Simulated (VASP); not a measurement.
# Ce (Fm-3m) in VASP: a series of runs

Ce is run at these levels: r2SCAN; tasks: single point.

Program: VASP 6.6.1. These are calculated values, not measurements. Logs are shortened: lines on timing, memory, paths and dates and some standing lists are left out, and cuts for length are marked.

### Step 1. The cell of the first run

Symmetry: Fm-3m, No. 225, cubic system. Conventional cell: a = 4.678 Å, b = 4.678 Å, c = 4.678 Å, α = 90.00°, β = 90.00°, γ = 90.00°. Within 4.4 Å of Ce (site symmetry m-3m) lie 12 Ce at 3.31 Å.

### Step 2. Single point, r2SCAN

Input file POSCAR:

```
Ce
1.0
    0.0000000000      2.3390384114      2.3390384114
    2.3390384114      0.0000000000      2.3390384114
    2.3390384114      2.3390384114      0.0000000000
Ce
1
Direct
    0.0000000000      0.0000000000      0.0000000000
```

Input file INCAR.step1:

```
SYSTEM = Ce
PREC = Accurate
ENCUT = 520
ISMEAR = 1
SIGMA = 1.0
LREAL = .FALSE.
LASPH = .TRUE.
NELM = 80
NBANDS = 12
GGA = PE
ALGO = Normal
EDIFF = 1E-4
LWAVE = .TRUE.
LCHARG = .FALSE.
```

Input file INCAR.step2:

```
SYSTEM = Ce
PREC = Accurate
ENCUT = 520
EDIFF = 1E-6
ISMEAR = 1
SIGMA = 1.0
LREAL = .FALSE.
LASPH = .TRUE.
NELM = 80
ALGO = Normal
ISIF = 2
LWAVE = .FALSE.
LCHARG = .TRUE.
METAGGA = R2SCAN
LMIXTAU = .TRUE.
LELF = .TRUE.
LVHAR = .TRUE.
NBANDS = 12
ISTART = 1
```

Input file KPOINTS:

```
Automatic mesh
0
G
  12 12 12
  0 0 0
```

Potentials or basis: VASP PAW PBE potentials, release 64 (Ce).

Started as:

```bash
cat potpaw_PBE.64/Ce/POTCAR > POTCAR
cp INCAR.step1 INCAR
mpirun -np 1 vasp_std > vasp.out
cp INCAR.step2 INCAR
mpirun -np 1 vasp_std > vasp.out
```

OUTCAR:

```text
SYSTEM = Ce
   PREC = Accurate
   ENCUT = 520
   EDIFF = 1E-6
   ISMEAR = 1
   LREAL = .FALSE.
   LASPH = .TRUE.
   NELM = 80
   ISIF = 2
   METAGGA = R2SCAN
   ISTART = 1

 ion  position               nearest neighbor table
   1  0.000  0.000  0.000-

  LATTYP: Found a face centered cubic cell.
 ALAT       =     4.6780768228

  Lattice vectors:

 A1 = (   0.0000000000,   2.3390384114,   2.3390384114)
 A2 = (   2.3390384114,   0.0000000000,   2.3390384114)
 A3 = (   2.3390384114,   2.3390384114,   0.0000000000)

Analysis of symmetry for initial positions (statically):
=====================================================================
 Subroutine PRICEL returns:
 Original cell was already a primitive cell.

 Routine SETGRP: Setting up the symmetry group for a
 face centered cubic supercell.

 Subroutine GETGRP returns: Found 48 space group operations
 (whereof 48 operations were pure point group operations)
 out of a pool of 48 trial point group operations.

The static configuration has the point symmetry O_h .

Analysis of symmetry for dynamics (positions and initial velocities):
=====================================================================
 Subroutine PRICEL returns:
 Original cell was already a primitive cell.

 Routine SETGRP: Setting up the symmetry group for a
 face centered cubic supercell.

 Subroutine GETGRP returns: Found 48 space group operations
 (whereof 48 operations were pure point group operations)
 out of a pool of 48 trial point group operations.

The dynamic configuration has the point symmetry O_h .

 Subroutine INISYM returns: Found 48 space group operations
 (whereof 48 operations are pure point group operations),
 and found     1 'primitive' translations

----------------------------------------------------------------------------------------

                                     Primitive cell

  volume of cell :      25.5942

  direct lattice vectors                    reciprocal lattice vectors
     0.000000000  2.339038411  2.339038411    -0.213763056  0.213763056  0.213763056
     2.339038411  0.000000000  2.339038411     0.213763056 -0.213763056  0.213763056
     2.339038411  2.339038411  0.000000000     0.213763056  0.213763056 -0.213763056

  length of vectors
     3.307899844  3.307899844  3.307899844     0.370248475  0.370248475  0.370248475

  position of ions in fractional coordinates (direct lattice)
     0.000000000  0.000000000  0.000000000

  ion indices of the primitive-cell ions
   primitive index   ion index
                 1           1

----------------------------------------------------------------------------------------

 KPOINTS: Automatic mesh

Automatic generation of k-mesh.
 Grid dimensions read from file:
 generate k-points for:   12   12   12

 Generating k-lattice:

  Cartesian coordinates                     Fractional coordinates (reciprocal lattice)
    -0.017813588  0.017813588  0.017813588     0.083333333  0.000000000  0.000000000
     0.017813588 -0.017813588  0.017813588     0.000000000  0.083333333  0.000000000
     0.017813588  0.017813588 -0.017813588     0.000000000  0.000000000  0.083333333

  Length of vectors
     0.030854040  0.030854040  0.030854040

  Shift w.r.t. Gamma in fractional coordinates (k-lattice)
     0.000000000  0.000000000  0.000000000

 Subroutine IBZKPT returns following result:
 ===========================================

 Found     72 irreducible k-points:

 Following reciprocal coordinates:
            Coordinates               Weight
  0.000000  0.000000  0.000000      1.000000
  0.083333  0.000000  0.000000      8.000000
  0.166667  0.000000  0.000000      8.000000
  0.250000  0.000000  0.000000      8.000000
  0.333333  0.000000  0.000000      8.000000
  0.416667  0.000000  0.000000      8.000000
[... 16 lines left out ...]
  0.500000  0.166667  0.000000     24.000000
 -0.416667  0.166667  0.000000     24.000000
 [... further k-points ...]
   k-points           NKPTS =     72   k-points in BZ     NKDIM =     72   number of bands    NBANDS=     12
   number of dos      NEDOS =    301   number of ions     NIONS =      1
   total plane-waves  NPLWV =  21952
   dimension x,y,z NGX =    28 NGY =   28 NGZ =   28
   dimension x,y,z NGXF=    56 NGYF=   56 NGZF=   56
   ions per type =               1
   NGX,Y,Z   is equivalent  to a cutoff of  14.07, 14.07, 14.07 a.u.
   NGXF,Y,Z  is equivalent  to a cutoff of  28.14, 28.14, 28.14 a.u.
 SYSTEM =  Ce
   PREC   = accura    normal or accurate (medium, high low for compatibility)
   ISTART =      1    job   : 0-new  1-cont  2-samecut
   ICHARG =      0    charge: 1-file 2-atom 10-const
   ISPIN  =      1    spin polarized calculation?
   LNONCOLLINEAR =      F non collinear calculations
   LSORBIT =      F    spin-orbit coupling
   LASPH  =      T    aspherical Exc in radial PAW
   ENCUT  =  520.0 eV  38.22 Ry    6.18 a.u.   6.15  6.15  6.15*2*pi/ulx,y,z
   NELM   =     80;   NELMIN=  2; NELMDL=  0     # of ELM steps
   EDIFF  = 0.1E-05   stopping-criterion for ELM
   LREAL  =      F    real-space projection
   EDIFFG = 0.1E-04   stopping-criterion for IOM
   NSW    =      0    number of steps for IOM
   IBRION =     -1    ionic relax: 0-MD 1-quasi-New 2-CG
   NFREE  =      0    steps in history (QN), initial steepest desc. (CG)
   ISIF   =      2    stress and relaxation
   ISYM   =      2    0-nonsym 1-usesym 2-fastsym
   POTIM  = 0.5000    time-step for ionic-motion
   TEBEG  =    0.0;   TEEND  =   0.0 temperature during run
   PSTRESS=    0.0 pullay stress
   NELECT =      12.0000    total number of electrons
   NUPDOWN=      -1.0000    fix difference up-down
   EMIN   =  10.00;   EMAX   =-10.00  energy-range for DOS
   EFERMI =   0.00;   METHOD = LEGACY
   ISMEAR =     1;   SIGMA  =   1.00  broadening in eV -4-tet -1-fermi 0-gaus
   EFERMI_NEDOS =   21; number of points for ismear=-14 and -15
   IALGO  =     38    algorithm
   IMIX   =      4    mixing-type and parameters
     AMIX     =   0.40;   BMIX     =  1.00
     AMIX_MAG =   1.60;   BMIX_MAG =  1.00
  volume/ion in A,a.u.               =      25.59       172.72
  Fermi-wavevector in a.u.,A,eV,Ry     =   1.271807  2.403367 22.007331  1.617493
  Thomas-Fermi vector in A             =   2.404720
   LORBIT       =      0    0 simple, 1 ext, 2 COOP (PROOUT), +10 PAW based schemes
   METAGGA = R2SCAN    functional components
   LHFCALC =     F    Hartree Fock is set to
   AEXX    =    0.0000 exact exchange contribution
   IVDW    =     0    specifies the selected vdW correction
   LEPSILON=     F    determine dielectric tensor
   LRPA    =     F    only Hartree local field effects (RPA)
 non-spin polarized calculation
 Methfessel and Paxton  Order N= 1 SIGMA  =   1.00
  energy-cutoff  :      520.00
  volume of cell :       25.59
 maximum number of plane-waves:       701
 NGX is ok and might be reduce to    28
   NGX = 13   NGY = 13   NGZ = 13

 number of electron      12.0000000 magnetization

 Free energy of the ion-electron system (eV)
  ---------------------------------------------------
  ext. energy  EPLUGINS =         0.00000000
  ---------------------------------------------------
  free energy    TOTEN  =       -30.60975134 eV

  energy without entropy =      -30.81172719  energy(sigma->0) =      -30.67707662

 E-fermi :   9.9393     XC(G=0): -12.3134

 val. band max:        9.9325457012   @ k =   0.3333   0.1667   0.0833
 cond. band min:       9.9401917633   @ k =  -0.4167   0.2500   0.0000
 fundamental gap:      0.0076460621
 Fermi energy:         9.9392973231

 k-point     1 :       0.0000    0.0000    0.0000
  band No.  band energies     occupation
      1     -26.2114      2.00000
      2      -6.7086      2.00000
      3      -6.7086      2.00000
      4      -6.7086      2.00000
      5       7.1298      2.00052
      6       9.6759      1.42907
      7      10.4463      0.25214
      8      10.4463      0.25214
      9      10.4463      0.25214
     10      11.3871     -0.05980
     11      11.3871     -0.05980
     12      11.3871     -0.05980

 k-point     2 :       0.0833    0.0000    0.0000
  band No.  band energies     occupation
      1     -26.1716      2.00000
      2      -6.9694      2.00000
      3      -6.7367      2.00000
      4      -6.7367      2.00000
      5       7.4642      2.00259
      6       9.5748      1.57387
      7      10.4126      0.28982
      8      10.4580      0.23958
      9      10.4580      0.23957
     10      11.1654     -0.07092
     11      11.1654     -0.07092
     12      11.3888     -0.05966

 k-point     3 :       0.1667    0.0000    0.0000
  band No.  band energies     occupation
      1     -26.0612      2.00000
      2      -7.6358      2.00000
      3      -6.8124      2.00000
      4      -6.8124      2.00000
      5       8.1401      2.02893
      6       9.5149      1.65164
      7      10.3174      0.40799
      8      10.4946      0.20210
      9      10.4946      0.20209
     10      10.9480     -0.05201
     11      10.9480     -0.05202
     12      11.3935     -0.05927

 k-point     4 :       0.2500    0.0000    0.0000
  band No.  band energies     occupation
      1     -25.9050      2.00000
      2      -8.4632      2.00000
      3      -6.9131      2.00000
      4      -6.9131      2.00000
      5       8.2417      2.03730
      6      10.0351      0.83867
      7      10.2253      0.53716
      8      10.5574      0.14402
      9      10.5574      0.14402
     10      10.8244     -0.01745
     11      10.8244     -0.01745
     12      11.3999     -0.05874

 k-point     5 :       0.3333    0.0000    0.0000
  band No.  band energies     occupation
      1     -25.7422      2.00000
      2      -9.2222      2.00000
      3      -7.0112      2.00000
      4      -7.0112      2.00000
      5       7.9903      2.01879
      6       9.9961      0.90401
      7      10.6047      0.10556
      8      10.6227      0.09209
      9      10.6227      0.09209
     10      10.8065     -0.01059
     11      10.8065     -0.01059
     12      11.4063     -0.05819
[... 228 lines left out ...]
      1     -25.7474      2.00000
      2      -8.7665      2.00000
      3      -7.2925      2.00000
      4      -7.2614      2.00000
      5       8.5222      2.06226
      6       9.4273      1.75319
      7      10.1545      0.64499
      8      10.6918      0.04624
      9      10.7813     -0.00005
     10      10.8238     -0.01723
     11      10.8765     -0.03463
     12      11.1182     -0.07023

 k-point    22 :       0.4167    0.1667    0.0000
  band No.  band energies     occupation
      1     -25.6098      2.00000
      2      -9.3119      2.00000
      3      -7.4854      2.00000
      4      -7.3163      2.00000
      5       8.3928      2.05108
      6       9.5427      1.61630
      7      10.2466      0.50613
      8      10.7009      0.04090
      9      10.8271     -0.01844
     10      10.8385     -0.02251
     11      10.9042     -0.04218
     12      11.1017     -0.06961

 k-point    23 :       0.5000    0.1667    0.0000
  band No.  band energies     occupation
      1     -25.5209      2.00000
      2      -9.6334      2.00000
      3      -7.6637      2.00000
      4      -7.3057      2.00000
      5       8.4128      2.05291
      6       9.4450      1.73387
      7      10.4549      0.24291
      8      10.6668      0.06181
      9      10.7746      0.00291
     10      10.9080     -0.04313
     11      11.0429     -0.06562
     12      11.0776     -0.06833

 k-point    24 :      -0.4167    0.1667    0.0000
  band No.  band energies     occupation
      1     -25.5090      2.00000
      2      -9.6647      2.00000
      3      -7.7769      2.00000
      4      -7.2322      2.00000
      5       8.5816      2.06640
      6       9.3644      1.81685
      7      10.5739      0.13013
      8      10.6431      0.07760
      9      10.7783      0.00125
     10      10.8791     -0.03541
     11      11.1172     -0.07019
     12      11.1301     -0.07054

 [... further k-points ...]

------------------------ aborting loop because EDIFF is reached ----------------------------------------

  FORCE on cell =-STRESS in cart. coord.  units (eV):
  Direction    XX          YY          ZZ          XY          YZ          ZX
  --------------------------------------------------------------------------------------
  -------------------------------------------------------------------------------------
  Total       -0.0603043     -0.0603043     -0.0603043      0.0000000      0.0000000     -0.0000000
  in kB       -3.7749990     -3.7749990     -3.7749990      0.0000000      0.0000000     -0.0000000
  external PRESSURE =      -3.7749990 kB  Pullay stress =       0.0000000 kB

 VOLUME and BASIS-vectors are now :
 -----------------------------------------------------------------------------
  energy-cutoff  :      520.00
  volume of cell :       25.59
      direct lattice vectors                 reciprocal lattice vectors
     0.000000000  2.339038411  2.339038411    -0.213763056  0.213763056  0.213763056
     2.339038411  0.000000000  2.339038411     0.213763056 -0.213763056  0.213763056
     2.339038411  2.339038411  0.000000000     0.213763056  0.213763056 -0.213763056

 POSITION                                       TOTAL-FORCE (eV/Angst)
 -----------------------------------------------------------------------------------
      0.00000      0.00000      0.00000        -0.000000     -0.000000     -0.000000
 -----------------------------------------------------------------------------------
    total drift:                                0.000000     -0.000000     -0.000000

  FREE ENERGIE OF THE ION-ELECTRON SYSTEM (eV)
  ---------------------------------------------------
  free  energy   TOTEN  =       -30.6097513389 eV

  energy  without entropy=      -30.8117271855  energy(sigma->0) =      -30.67707662
```

Run time: 74 s. Hardware: 1 thread of Intel Xeon 6975P-C (Granite Rapids), shared host; peak memory 0.19 GiB.

Results:

- Free energy: -30.6098 eV
- Pressure: -0.4 GPa
- Band gap on the k mesh: zero (bands 6 and 7 overlap by 0.52 eV)

Levels at points of the mesh, in eV from the Fermi level:
| k point | band 2 | band 3 | band 4 | band 5 | band 6 | band 7 | band 8 | band 9 | band 10 | band 11 |
| --- | --- | --- | --- | --- | --- | --- | --- | --- | --- | --- |
| (0.00, 0.00, 0.00) | -16.65 | -16.65 | -16.65 | -2.81 | -0.26 | 0.51 | 0.51 | 0.51 | 1.45 | 1.45 |
| (0.50, 0.00, 0.00) | -19.87 | -17.05 | -17.05 | -2.23 | -0.10 | 0.69 | 0.69 | 0.86 | 1.17 | 1.17 |
| (0.50, 0.50, 0.00) | -19.63 | -17.79 | -17.79 | -3.22 | -2.54 | 0.77 | 0.85 | 0.87 | 0.87 | 1.05 |

Caveat: so wide a smearing shifts energies and pressures; the PAW data sets were made with another functional, which shifts forces and pressure a little; spin-orbit coupling is left out, which moves the levels of the heavy elements; semilocal functionals describe open f shells poorly, which spoils levels, moments and volumes. Spin polarisation is off, so any magnetic state and its effect on volume and gap are missing.

### Step 3. Single point, r2SCAN

POSCAR is that of step 2.

Input file INCAR.step1:

```
SYSTEM = Ce
ALGO = Normal
EDIFF = 1E-4
ENCUT = 520
GGA = PE
ISMEAR = 1
LASPH = .TRUE.
LCHARG = .FALSE.
LREAL = .FALSE.
LWAVE = .TRUE.
NBANDS = 12
NELM = 60
PREC = Accurate
SIGMA = 0.03
```

Input file INCAR.step2:

```
SYSTEM = Ce
ALGO = Normal
EDIFF = 1E-6
ENCUT = 520
ISIF = 2
ISMEAR = 1
ISTART = 1
LASPH = .TRUE.
LCHARG = .FALSE.
LMIXTAU = .TRUE.
LREAL = .FALSE.
LWAVE = .FALSE.
METAGGA = R2SCAN
NBANDS = 12
NELM = 60
PREC = Accurate
SIGMA = 0.03
```

Input file KPOINTS:

```
k-points
0
G
  12 12 12
  0 0 0
```

Potentials or basis: VASP PAW PBE potentials, release 64 (Ce).

Started as:

```bash
cat potpaw_PBE.64/Ce/POTCAR > POTCAR
cp INCAR.step1 INCAR
mpirun -np 1 vasp_std > vasp.out
cp INCAR.step2 INCAR
mpirun -np 1 vasp_std > vasp.out
```

It took 59 s on 1 thread of Intel Xeon 6975P-C (Granite Rapids), shared host; peak memory 0.19 GiB.

Results (log left out):

| Item | Value |
| --- | --- |
| Free energy | -30.8357 eV |
| Pressure | -0.7 GPa |
| Band gap on the k mesh | zero (bands 6 and 7 overlap by 0.53 eV) |

Levels at points of the mesh, in eV from the Fermi level:
```tsv
k point	band 4	band 5	band 6	band 7	band 8	band 9
(0.00, 0.00, 0.00)	-16.73	-2.87	-0.39	0.40	0.40	0.40
(0.50, 0.00, 0.00)	-17.12	-2.29	-0.21	0.62	0.62	0.73
(0.50, 0.50, 0.00)	-17.86	-3.28	-2.60	0.71	0.74	0.80
```

Caveat: the PAW data sets were made with another functional, which shifts forces and pressure a little; spin-orbit coupling is left out, which moves the levels of the heavy elements; semilocal functionals describe open f shells poorly, which spoils levels, moments and volumes. Spin polarisation is off, so any magnetic state and its effect on volume and gap are missing.

### Step 4. Single point, r2SCAN

POSCAR is that of step 3.

Input file INCAR.step1:

```
SYSTEM = Ce
PREC     = Accurate       ! precision mode
ENCUT    = 520            ! plane-wave cutoff, eV
ISMEAR   = 1              ! smearing method
SIGMA    = 0.1            ! smearing width, eV
LREAL    = .FALSE.        ! projectors in reciprocal space
LASPH    = .TRUE.         ! aspherical terms in the spheres
NELM     = 80             ! most SCF steps
NBANDS   = 12             ! bands
GGA      = PE             ! functional
ALGO     = Normal         ! electronic algorithm
EDIFF    = 1E-4           ! SCF threshold, eV
LWAVE    = .TRUE.         ! write WAVECAR
LCHARG   = .FALSE.        ! write CHGCAR
```

Input file INCAR.step2:

```
SYSTEM = Ce
PREC     = Accurate       ! precision mode
ENCUT    = 520            ! plane-wave cutoff, eV
EDIFF    = 1E-6           ! SCF threshold, eV
ISMEAR   = 1              ! smearing method
SIGMA    = 0.1            ! smearing width, eV
LREAL    = .FALSE.        ! projectors in reciprocal space
LASPH    = .TRUE.         ! aspherical terms in the spheres
NELM     = 80             ! most SCF steps
ALGO     = Normal         ! electronic algorithm
ISIF     = 2              ! what is computed and relaxed
LWAVE    = .FALSE.        ! write WAVECAR
LCHARG   = .FALSE.        ! write CHGCAR
METAGGA  = R2SCAN         ! meta-GGA
LMIXTAU  = .TRUE.       
NBANDS   = 12             ! bands
ISTART   = 1
```

Input file KPOINTS:

```
Automatic mesh
0
G
  12 12 12
  0 0 0
```

Started as:

```bash
cat potpaw_PBE.64/Ce/POTCAR > POTCAR
cp INCAR.step1 INCAR
mpirun -np 1 vasp_std > vasp.out
cp INCAR.step2 INCAR
mpirun -np 1 vasp_std > vasp.out
```

Run time: 64 s. Hardware: 1 thread of Intel Xeon 6975P-C (Granite Rapids), shared host; peak memory 0.19 GiB.

The run converged. Its results:

| Item | Value |
| --- | --- |
| Free energy | -30.8350 eV |
| Pressure | -0.8 GPa |
| Band gap on the k mesh | zero (bands 6 and 7 overlap by 0.52 eV) |

Levels at points of the mesh, in eV from the Fermi level:
```csv
k point,band 4,band 5,band 6,band 7,band 8,band 9
"(0.00, 0.00, 0.00)",-16.73,-2.87,-0.40,0.39,0.39,0.39
"(0.50, 0.00, 0.00)",-17.13,-2.30,-0.22,0.62,0.62,0.72
"(0.50, 0.50, 0.00)",-17.87,-3.29,-2.61,0.71,0.73,0.80
```

Caveat: the PAW data sets were made with another functional, which shifts forces and pressure a little; spin-orbit coupling is left out, which moves the levels of the heavy elements; semilocal functionals describe open f shells poorly, which spoils levels, moments and volumes.

### Step 5. Overview

```tsv
smearing	gap on the mesh (eV)	pressure (GPa)
methfessel-paxton 1 eV	none	-0.4
methfessel-paxton 0.03 eV	none	-0.7
methfessel-paxton 0.1 eV	none	-0.8
```

Alike in all rows: task single point; level r2SCAN; potentials or basis VASP PAW PBE potentials, release 64 (Ce); no spin polarisation; cell as given; k mesh 12 × 12 × 12; cutoff (eV) 520.

Caveats: the PAW data sets were made with another functional, which shifts forces and pressure a little; spin-orbit coupling is left out, which moves the levels of the heavy elements; semilocal functionals describe open f shells poorly, which spoils levels, moments and volumes; so wide a smearing shifts energies and pressures (at least some runs).

Total energies depend on the potentials used, so only differences within one code and one set of settings carry meaning.
